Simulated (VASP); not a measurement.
# InFe2H3 (P-3m1) in VASP: a series of runs

The runs below take InFe2H3 through single point, with PBE.

Program: VASP 6.6.1. These are calculated values, not measurements. Logs are shortened: lines on timing, memory, paths and dates and some standing lists are left out, and cuts for length are marked.

### 1 The cell of the first run

Symmetry: P-3m1, No. 164, trigonal system. Conventional cell: a = 2.824 Å, b = 2.824 Å, c = 7.656 Å, α = 90.00°, β = 90.00°, γ = 120.00°. Within 3.6 Å of In (site symmetry -3m) lie 6 H at 2.71 Å and 6 In at 2.82 Å and 6 Fe at 3.25 Å. Fe (site symmetry 3m) has 6 H at 1.75 to 1.92 Å within 2.3 Å. Within 2.4 Å of H (site symmetry 3m) lie 3 Fe at 1.75 Å and 3 H at 2.33 Å. Within 2.6 Å of H (site symmetry -3m) lie 6 Fe at 1.92 Å and 6 H at 2.33 Å.

### 2 Single point, PBE, collinear spin, ferromagnetic start (8.81 Å³/atom)

INCAR reads:

```
  ALGO = Normal
  EDIFF = 1E-6
  ENCUT = 520
  GGA = PE
  ISIF = 2
  ISMEAR = 0
  ISPIN = 2
  LASPH = True
  LCHARG = True
  LELF = True
  LMAXMIX = 4
  LORBIT = 11
  LREAL = False
  LVHAR = True
  LWAVE = False
  MAGMOM = 0 2.17 2.17 0 0 0
  NBANDS = 29
  NELM = 150
  PREC = Accurate
  SIGMA = 0.1
```

KPOINTS reads:

```
k-points
0
Gamma
  12 12 4
```

POSCAR reads:

```
InFe2H3
1.0
    2.8238764456      0.0000000000      0.0000000000
   -1.4119382228      2.4455487390      0.0000000000
    0.0000000000      0.0000000000      7.6560428426
In Fe H
1 2 3
Direct
    0.0000000000      0.0000000000      0.0000000000
    0.3333333333      0.6666666667      0.3665322023
    0.6666666667      0.3333333333      0.6334677977
    0.3333333333      0.6666666667      0.7166043288
    0.6666666667      0.3333333333      0.2833956712
    0.0000000000      0.0000000000      0.5000000000
```

Potentials or basis: VASP PAW PBE potentials, release 64 (In_d, Fe, H).

The run is started by

```bash
$ cat potpaw_PBE.64/In_d/POTCAR potpaw_PBE.64/Fe/POTCAR potpaw_PBE.64/H/POTCAR > POTCAR
$ mpirun -np 1 vasp_std > vasp.out
```

OUTCAR:

```text
EDIFF = 1E-6
   ENCUT = 520
   GGA = PE
   ISIF = 2
   ISMEAR = 0
   ISPIN = 2
   LASPH = True
   LORBIT = 11
   LREAL = False
   NELM = 150
   PREC = Accurate

 ion  position               nearest neighbor table
   1  0.000  0.000  0.000-   2 3.25   3 3.25   2 3.25   3 3.25   3 3.25   2 3.25
   2  0.333  0.667  0.367-   5 1.75   5 1.75   5 1.75   6 1.92   6 1.92   6 1.92   3 2.61   3 2.61
                             3 2.61   1 3.25   1 3.25   1 3.25
   3  0.667  0.333  0.633-   4 1.75   4 1.75   4 1.75   6 1.92   6 1.92   6 1.92   2 2.61   2 2.61
                             2 2.61   1 3.25   1 3.25   1 3.25
   4  0.333  0.667  0.717-   3 1.75   3 1.75   3 1.75
   5  0.667  0.333  0.283-   2 1.75   2 1.75   2 1.75
   6  0.000  0.000  0.500-   2 1.92   3 1.92   2 1.92   3 1.92   3 1.92   2 1.92

  LATTYP: Found a hexagonal cell.
 ALAT       =     2.8238764456
 C/A-ratio  =     2.7111819480

  Lattice vectors:

 A1 = (   2.8238764456,   0.0000000000,   0.0000000000)
 A2 = (  -1.4119382228,   2.4455487390,   0.0000000000)
 A3 = (   0.0000000000,   0.0000000000,   7.6560428426)

Analysis of symmetry for initial positions (statically):
=====================================================================
 Subroutine PRICEL returns:
 Original cell was already a primitive cell.

 Routine SETGRP: Setting up the symmetry group for a
 hexagonal supercell.

 Subroutine GETGRP returns: Found 12 space group operations
 (whereof 12 operations were pure point group operations)
 out of a pool of 24 trial point group operations.

The static configuration has the point symmetry D_3d.

Analysis of symmetry for dynamics (positions and initial velocities):
=====================================================================
 Subroutine PRICEL returns:
 Original cell was already a primitive cell.

 Routine SETGRP: Setting up the symmetry group for a
 hexagonal supercell.

 Subroutine GETGRP returns: Found 12 space group operations
 (whereof 12 operations were pure point group operations)
 out of a pool of 24 trial point group operations.

The dynamic configuration has the point symmetry D_3d.

Analysis of structural, dynamic, and magnetic symmetry:
=====================================================================
 Subroutine PRICEL returns:
 Original cell was already a primitive cell.

 Routine SETGRP: Setting up the symmetry group for a
 hexagonal supercell.

 Subroutine GETGRP returns: Found 12 space group operations
 (whereof 12 operations were pure point group operations)
 out of a pool of 24 trial point group operations.

The overall configuration has the point symmetry D_3d.

 Subroutine INISYM returns: Found 12 space group operations
 (whereof 12 operations are pure point group operations),
 and found     1 'primitive' translations

----------------------------------------------------------------------------------------

                                     Primitive cell

  volume of cell :      52.8721

  direct lattice vectors                    reciprocal lattice vectors
     2.823876446  0.000000000  0.000000000     0.354123142  0.204453091  0.000000000
    -1.411938223  2.445548739  0.000000000     0.000000000  0.408906183  0.000000000
     0.000000000  0.000000000  7.656042843     0.000000000  0.000000000  0.130615779

  length of vectors
     2.823876446  2.823876446  7.656042843     0.408906183  0.408906183  0.130615779

  position of ions in fractional coordinates (direct lattice)
     0.000000000  0.000000000  0.000000000
     0.333333333  0.666666667  0.366532202
     0.666666667  0.333333333  0.633467798
     0.333333333  0.666666667  0.716604329
     0.666666667  0.333333333  0.283395671
     0.000000000  0.000000000  0.500000000

  ion indices of the primitive-cell ions
   primitive index   ion index
                 1           1
                 2           2
                 3           3
                 4           4
                 5           5
                 6           6

----------------------------------------------------------------------------------------
[... 49 lines left out ...]
  0.166667  0.000000  0.250000      6.000000
  0.000000  0.166667  0.250000      6.000000
 [... further k-points ...]
   k-points           NKPTS =     69   k-points in BZ     NKDIM =     69   number of bands    NBANDS=     29
   number of dos      NEDOS =    301   number of ions     NIONS =      6
   total plane-waves  NPLWV =  34560
   dimension x,y,z NGX =    24 NGY =   24 NGZ =   60
   dimension x,y,z NGXF=    48 NGYF=   48 NGZF=  120
   ions per type =               1   2   3
   NGX,Y,Z   is equivalent  to a cutoff of  14.13, 14.13, 13.03 a.u.
   NGXF,Y,Z  is equivalent  to a cutoff of  28.26, 28.26, 26.06 a.u.
 SYSTEM =  unknown system
   PREC   = accura    normal or accurate (medium, high low for compatibility)
   ISTART =      0    job   : 0-new  1-cont  2-samecut
   ICHARG =      2    charge: 1-file 2-atom 10-const
   ISPIN  =      2    spin polarized calculation?
   LNONCOLLINEAR =      F non collinear calculations
   LSORBIT =      F    spin-orbit coupling
   LASPH  =      T    aspherical Exc in radial PAW
   ENCUT  =  520.0 eV  38.22 Ry    6.18 a.u.   5.25  5.25 14.24*2*pi/ulx,y,z
   NELM   =    150;   NELMIN=  2; NELMDL= -5     # of ELM steps
   EDIFF  = 0.1E-05   stopping-criterion for ELM
   LREAL  =      F    real-space projection
   EDIFFG = 0.1E-04   stopping-criterion for IOM
   NSW    =      0    number of steps for IOM
   IBRION =     -1    ionic relax: 0-MD 1-quasi-New 2-CG
   NFREE  =      0    steps in history (QN), initial steepest desc. (CG)
   ISIF   =      2    stress and relaxation
   ISYM   =      2    0-nonsym 1-usesym 2-fastsym
   POTIM  = 0.5000    time-step for ionic-motion
   TEBEG  =    0.0;   TEEND  =   0.0 temperature during run
   PSTRESS=    0.0 pullay stress
   NELECT =      32.0000    total number of electrons
   NUPDOWN=      -1.0000    fix difference up-down
   EMIN   =  10.00;   EMAX   =-10.00  energy-range for DOS
   EFERMI =   0.00;   METHOD = LEGACY
   ISMEAR =     0;   SIGMA  =   0.10  broadening in eV -4-tet -1-fermi 0-gaus
   EFERMI_NEDOS =   21; number of points for ismear=-14 and -15
   IALGO  =     38    algorithm
   IMIX   =      4    mixing-type and parameters
     AMIX     =   0.40;   BMIX     =  1.00
     AMIX_MAG =   1.60;   BMIX_MAG =  1.00
  volume/ion in A,a.u.               =       8.81        59.47
  Fermi-wavevector in a.u.,A,eV,Ry     =   1.384786  2.616866 26.090975  1.917633
  Thomas-Fermi vector in A             =   2.509258
   LORBIT       =     11    0 simple, 1 ext, 2 COOP (PROOUT), +10 PAW based schemes
   GGA     = PE    functional components
   LHFCALC =     F    Hartree Fock is set to
   AEXX    =    0.0000 exact exchange contribution
   IVDW    =     0    specifies the selected vdW correction
   LEPSILON=     F    determine dielectric tensor
   LRPA    =     F    only Hartree local field effects (RPA)
 spin polarized calculation
 Gauss-broadening in eV      SIGMA  =   0.10
  energy-cutoff  :      520.00
  volume of cell :       52.87
 maximum number of plane-waves:      1441
 NGX is ok and might be reduce to    24
   NGX = 11   NGY = 11   NGZ = 29

 number of electron      31.9999995 magnetization       4.1315902

 Free energy of the ion-electron system (eV)
  ---------------------------------------------------
  ext. energy  EPLUGINS =         0.00000000
  ---------------------------------------------------
  free energy    TOTEN  =       -27.95589312 eV

  energy without entropy =      -27.94140825  energy(sigma->0) =      -27.94865069

 E-fermi :   7.2589     XC(G=0): -11.9488

 val. band max:        7.2500918800   @ k =   0.3333   0.2500   0.0000
 cond. band min:       7.2594659729   @ k =   0.2500   0.1667   0.2500
 fundamental gap:      0.0093740929
 Fermi energy:         7.2589437978

 spin component 1

 k-point     1 :       0.0000    0.0000    0.0000
  band No.  band energies     occupation
      1      -8.3716      1.00000
      2      -8.0822      1.00000
      3      -8.0822      1.00000
      4      -7.4125      1.00000
      5      -7.4125      1.00000
      6      -4.3809      1.00000
[... 733 lines left out ...]
     27      20.9361      0.00000
     28      21.5727      0.00000

 [... further k-points ...]

 spin component 2

 k-point     1 :       0.0000    0.0000    0.0000
  band No.  band energies     occupation
      1      -8.3738      1.00000
      2      -8.0809      1.00000
      3      -8.0809      1.00000
      4      -7.4214      1.00000
      5      -7.4214      1.00000
      6      -4.3570      1.00000
[... 733 lines left out ...]
     27      20.9486      0.00000
     28      22.0017      0.00000

 [... further k-points ...]

 [bands above 28 left out]

------------------------ aborting loop because EDIFF is reached ----------------------------------------

  FORCE on cell =-STRESS in cart. coord.  units (eV):
  Direction    XX          YY          ZZ          XY          YZ          ZX
  --------------------------------------------------------------------------------------
  -------------------------------------------------------------------------------------
  Total        1.5056437      1.5056437      1.3726486      0.0000000     -0.0000000     -0.0000000
  in kB       45.6253742     45.6253742     41.5952343      0.0000000     -0.0000000     -0.0000000
  external PRESSURE =      44.2819943 kB  Pullay stress =       0.0000000 kB

 VOLUME and BASIS-vectors are now :
 -----------------------------------------------------------------------------
  energy-cutoff  :      520.00
  volume of cell :       52.87
      direct lattice vectors                 reciprocal lattice vectors
     2.823876446  0.000000000  0.000000000     0.354123142  0.204453091  0.000000000
    -1.411938223  2.445548739  0.000000000     0.000000000  0.408906183  0.000000000
     0.000000000  0.000000000  7.656042843     0.000000000  0.000000000  0.130615779

 POSITION                                       TOTAL-FORCE (eV/Angst)
 -----------------------------------------------------------------------------------
      0.00000      0.00000      0.00000        -0.000000      0.000000      0.000000
     -0.00000      1.63037      2.80619         0.000000      0.000000      0.001718
      1.41194      0.81518      4.84986         0.000000     -0.000000     -0.001718
     -0.00000      1.63037      5.48635        -0.000000      0.000000      0.005213
      1.41194      0.81518      2.16969        -0.000000     -0.000000     -0.005213
      0.00000      0.00000      3.82802        -0.000000      0.000000      0.000000
 -----------------------------------------------------------------------------------
    total drift:                                0.000000     -0.000000      0.000000

  FREE ENERGIE OF THE ION-ELECTRON SYSTEM (eV)
  ---------------------------------------------------
  free  energy   TOTEN  =       -27.9558931224 eV

  energy  without entropy=      -27.9414082508  energy(sigma->0) =      -27.94865069

 total charge

# of ion       s       p       d       tot
------------------------------------------
    1        0.949   0.723   9.896  11.568
    2        0.368   0.485   6.356   7.209
    3        0.368   0.485   6.356   7.209
    4        0.539   0.025   0.000   0.564
    5        0.539   0.025   0.000   0.564
    6        0.498   0.033   0.000   0.531
--------------------------------------------------
tot          3.260   1.775  22.608  27.643

 magnetization (x)

# of ion       s       p       d       tot
------------------------------------------
    1        0.004  -0.028   0.000  -0.023
    2        0.003   0.000   2.126   2.129
    3        0.003   0.000   2.126   2.129
    4       -0.023   0.002   0.000  -0.022
    5       -0.023   0.002   0.000  -0.022
    6       -0.021  -0.002   0.000  -0.024
--------------------------------------------------
tot         -0.059  -0.026   4.252   4.167
```

Wall time 2.5 min (1 thread of AMD EPYC 9R45 (Zen 5), shared host); peak memory 0.29 GiB.

What came out:

- Free energy: -27.9559 eV
- Pressure: 4.4 GPa
- Largest force: 0.005 eV/Å
- Net moment: 4.13 μB per cell
- Site moments: In -0.02; Fe +2.13; H -0.02 μB
- Valence electrons inside the program's atomic spheres: In 11.57; Fe 7.21; H 0.56, 0.53 (each value once)

Forces in eV/Å, atoms in the order of the input:
```
In   0.000  0.000  0.000
Fe   0.000  0.000  0.002
Fe   0.000  0.000 -0.002
H    0.000  0.000  0.005
H    0.000  0.000 -0.005
H    0.000  0.000  0.000
```

Stress tensor (GPa, compression positive):
```
4.56 0.00 0.00
0.00 4.56 0.00
0.00 0.00 4.16
```

Levels at points of the mesh, in eV from the Fermi level:
Spin up:
```csv
k point,band 16,band 17,band 18,band 19,band 20,band 21
"(0.00, 0.00, 0.00)",-1.81,-1.55,-1.10,-1.10,2.57,9.40
"(0.50, 0.00, 0.00)",-1.18,-0.91,-0.77,-0.46,2.11,2.50
"(0.00, 0.00, 0.50)",-1.81,-1.73,-1.09,-1.09,3.01,9.61
"(0.50, 0.00, 0.50)",-1.18,-1.05,-0.91,-0.02,2.48,3.41
```
Spin down:
```tsv
k point	band 12	band 13	band 14	band 15	band 16	band 17
(0.00, 0.00, 0.00)	-0.84	-0.61	-0.61	0.17	0.36	0.36
(0.50, 0.00, 0.00)	-1.17	-0.60	-0.42	0.79	0.98	1.05
(0.00, 0.00, 0.50)	-0.84	-0.61	-0.61	-0.15	0.36	0.36
(0.50, 0.00, 0.50)	-1.01	-0.58	-0.38	0.77	0.81	1.05
```

Caveat: the cell stands under pressure; spin-orbit coupling is left out, which moves the levels of the heavy elements.

(Continued in part 2 of 2.)
